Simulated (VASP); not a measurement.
Input of a VASP 6.6.1 run:

INCAR

```
  PREC = Accurate
  ENCUT = 520
  EDIFF = 1E-7
  ISMEAR = -1
  SIGMA = 0.05
  LREAL = F
  LASPH = T
  NELM = 60
  ALGO = Normal
  ISIF = 2
  LWAVE = F
  LCHARG = F
  GGA = RP
  NBANDS = 25
```

File KPOINTS:

```
Automatic mesh
0
Gamma
  6 6 3
```

Contents of POSCAR:

```
CuO
1.0
    2.3446497600     -1.7133998200      0.0000000000
    2.3446497600      1.7133998200      0.0000000000
   -0.8605499100      0.0000000000      5.0594394800
Cu O
2 2
Direct
    0.0032000000      0.4968000000      0.0000000000
    0.4968000000      0.0032000000      0.5000000000
    0.5714000000      0.4056000000      0.2537000000
    0.4056000000      0.5714000000      0.7537000000
```

Potentials or basis: VASP PAW PBE potentials, release 64 (Cu, O).

Launch:

```console
$ cat potpaw_PBE.64/Cu/POTCAR potpaw_PBE.64/O/POTCAR > POTCAR
$ mpirun -np 1 vasp_std > vasp.out
```

Q: Estimate the largest force.

A: 0.793 eV/Å.

Q: What does it give for the band gap on the k mesh?

A: Zero (band 17 reaches 6.07 eV, above the bottom of band 18 at 5.60 eV).

Q: Estimate the pressure.

A: 12.0 GPa.

Forces in eV/Å, atoms in the order of the input:
```
Cu  -0.643  0.383  0.263
Cu  -0.643 -0.383  0.263
O    0.643  0.193 -0.263
O    0.643 -0.193 -0.263
```

Caveat: the k points lie up to 0.41 Å⁻¹ apart; the PAW data sets were made with another functional, which shifts forces and pressure a little; semilocal functionals often make such compounds metallic where correlation or magnetic order opens a gap, which also shifts bond lengths. With open d or f shells a metallic result of RPBE can be an artefact of self-interaction; +U or a hybrid may open a gap.
